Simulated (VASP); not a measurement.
# SiC (Imm2) in VASP: notebook, part 2 of 2

VASP 6.6.1. Earlier steps stand in the parts before.

### 3 Relaxation of the atoms, PBE (strained cell)

Input file INCAR:

```
ALGO = Normal ; EDIFF = 1E-7
EDIFFG = -0.002 ; ENCUT = 520
GGA = PE ; GGA_COMPAT = F
IBRION = 2 ; ISIF = 2
ISMEAR = 0 ; LASPH = T
LCHARG = F ; LREAL = F
LWAVE = F ; NELM = 120
NELMIN = 4 ; NSW = 60
PREC = Accurate ; SIGMA = 0.02
```

Input file KPOINTS:

```
k-points
0
Gamma
  10 10 10
```

Input file POSCAR:

```
SiC
1.0
    0.0035290715      2.2082282071      2.1843430942
    2.2082282071      0.0035290715      2.1843430942
    2.2117572785      2.2117572785      0.0000000000
Si C
1 1
Direct
    0.0005690530      0.0005690530     -0.0005690530
    0.2494309470      0.2494309470      0.2505690530
```

Potentials or basis: VASP PAW PBE potentials, release 64 (Si, C).

On the command line:

```bash
cat potpaw_PBE.64/Si/POTCAR potpaw_PBE.64/C/POTCAR > POTCAR
mpirun -np 1 vasp_std > vasp.out
```

OUTCAR:

```text
EDIFF = 1E-7
   EDIFFG = -0.002
   ENCUT = 520
   GGA = PE
   IBRION = 2
   ISIF = 2
   ISMEAR = 0
   LASPH = T
   LREAL = F
   NELM = 120
   NELMIN = 4
   NSW = 60
   PREC = Accurate

 ion  position               nearest neighbor table
   1  0.001  0.001  0.999-   2 1.90   2 1.90   2 1.91   2 1.91
   2  0.249  0.249  0.251-   1 1.90   1 1.90   1 1.91   1 1.91

  LATTYP: Found a body centered orthorhombic cell.
 ALAT       =     3.1179154185
 B/A-ratio  =     1.0032014087
 C/A-ratio  =     1.4011560937

  Lattice vectors:

 A1 = (   2.2082282070,   0.0035290714,  -2.1843430942)
 A2 = (  -2.2082282071,  -0.0035290715,  -2.1843430942)
 A3 = (   0.0035290715,   2.2082282071,   2.1843430942)

Analysis of symmetry for initial positions (statically):
=====================================================================
 Subroutine PRICEL returns:
 Original cell was already a primitive cell.

 Routine SETGRP: Setting up the symmetry group for a
 body centered orthorhombic supercell.

 Subroutine GETGRP returns: Found  4 space group operations
 (whereof  4 operations were pure point group operations)
 out of a pool of  8 trial point group operations.

The static configuration has the point symmetry C_2v.

Analysis of symmetry for dynamics (positions and initial velocities):
=====================================================================
 Subroutine PRICEL returns:
 Original cell was already a primitive cell.

 Routine SETGRP: Setting up the symmetry group for a
 body centered orthorhombic supercell.

 Subroutine GETGRP returns: Found  4 space group operations
 (whereof  4 operations were pure point group operations)
 out of a pool of  8 trial point group operations.

The dynamic configuration has the point symmetry C_2v.

 Subroutine INISYM returns: Found  4 space group operations
 (whereof  4 operations are pure point group operations),
 and found     1 'primitive' translations

[... 130 lines left out ...]
 maximum number of plane-waves:       588
   NGX = 11   NGY = 11   NGZ = 11

--------------------------------------- Ionic step        1  -------------------------------------------

 number of electron       8.0000001 magnetization

 Free energy of the ion-electron system (eV)
  ---------------------------------------------------
  ext. energy  EPLUGINS =         0.00000000
  ---------------------------------------------------
  free energy    TOTEN  =       -15.05645394 eV

  energy without entropy =      -15.05645394  energy(sigma->0) =      -15.05645394

------------------------ aborting loop because EDIFF is reached ----------------------------------------

  FORCE on cell =-STRESS in cart. coord.  units (eV):
  Direction    XX          YY          ZZ          XY          YZ          ZX
  --------------------------------------------------------------------------------------
  -------------------------------------------------------------------------------------
  Total       -0.5170527     -0.5170527     -0.1558827     -0.0728215     -0.0000000     -0.0000000
  in kB      -38.8872930    -38.8872930    -11.7238627     -5.4768749     -0.0000000     -0.0000000
  external PRESSURE =     -29.8328162 kB  Pullay stress =       0.0000000 kB
[... 59 lines left out ...]
--------------------------------------- Ionic step        3  -------------------------------------------

 number of electron       8.0000001 magnetization

 Free energy of the ion-electron system (eV)
  ---------------------------------------------------
  ext. energy  EPLUGINS =         0.00000000
  ---------------------------------------------------
  free energy    TOTEN  =       -15.05658033 eV

  energy without entropy =      -15.05658033  energy(sigma->0) =      -15.05658033

 E-fermi :   7.9898     XC(G=0): -11.2297

 val. band max:        7.8321600796   @ k =   0.0000   0.0000   0.0000
 cond. band min:       9.1033202423   @ k =   0.5000   0.5000   0.0000
 fundamental gap:      1.2711601627
 Fermi energy:         7.9898335204

 k-point     1 :       0.0000    0.0000    0.0000
  band No.  band energies     occupation
      1      -7.3928      2.00000
      2       7.7465      2.00000
      3       7.7741      2.00000
      4       7.8322      2.00000
      5      13.6749      0.00000
      6      14.8700      0.00000
      7      14.8742      0.00000
      8      14.9354      0.00000
[... 243 lines left out ...]
 k-point    24 :       0.4000    0.3000    0.0000
  band No.  band energies     occupation
      1      -4.2911      2.00000
      2       2.2951      2.00000
      3       4.6778      2.00000
      4       5.1120      2.00000
      5      10.5791      0.00000
      6      13.1944      0.00000
      7      19.1193      0.00000
      8      19.4008      0.00000

 [... further k-points ...]

------------------------ aborting loop because EDIFF is reached ----------------------------------------

  FORCE on cell =-STRESS in cart. coord.  units (eV):
  Direction    XX          YY          ZZ          XY          YZ          ZX
  --------------------------------------------------------------------------------------
  -------------------------------------------------------------------------------------
  Total       -0.5169701     -0.5169701     -0.1553613     -0.0982658     -0.0000000     -0.0000000
  in kB      -38.8810805    -38.8810805    -11.6846520     -7.3905223     -0.0000000     -0.0000000
  external PRESSURE =     -29.8156043 kB  Pullay stress =       0.0000000 kB
[... 17 lines left out ...]
  FREE ENERGIE OF THE ION-ELECTRON SYSTEM (eV)
  ---------------------------------------------------
  free  energy   TOTEN  =       -15.0565803293 eV

  energy  without entropy=      -15.0565803293  energy(sigma->0) =      -15.05658033

 reached required accuracy - stopping structural energy minimisation
```

It took 74 s on 1 thread of Oxide Virtual Turin-like, shared host; peak memory 0.12 GiB.

What came out:

| Property | Result |
| --- | --- |
| Free energy | -15.0566 eV |
| Energy gained by relaxing | 0.1 meV/atom |
| Ionic steps | 3 |
| Pressure after relaxing | -3.0 GPa |
| Band gap on the k mesh | 1.27 eV (least direct gap 4.50 eV) |

Stress tensor (GPa, compression positive):
```
-3.89 -0.74  0.00
-0.74 -3.89  0.00
 0.00  0.00 -1.17
```

Step by step:
```csv
step,energy change (eV),largest force (eV/Å),pressure (GPa)
1,0.0000,0.0673,-2.98
2,-0.0001,0.0492,-2.98
3,-0.0001,0.0000,-2.98
```

Final structure:
```
CELL_PARAMETERS angstrom
0.00353 2.20823 2.18434
2.20823 0.00353 2.18434
2.21176 2.21176 0.00000
ATOMIC_POSITIONS crystal
Si 0.00014 0.00014 0.99986
C 0.24986 0.24986 0.25014
```

Caveat: the cell differs from its parent crystal (strained cell). A k mesh can miss the band edges.
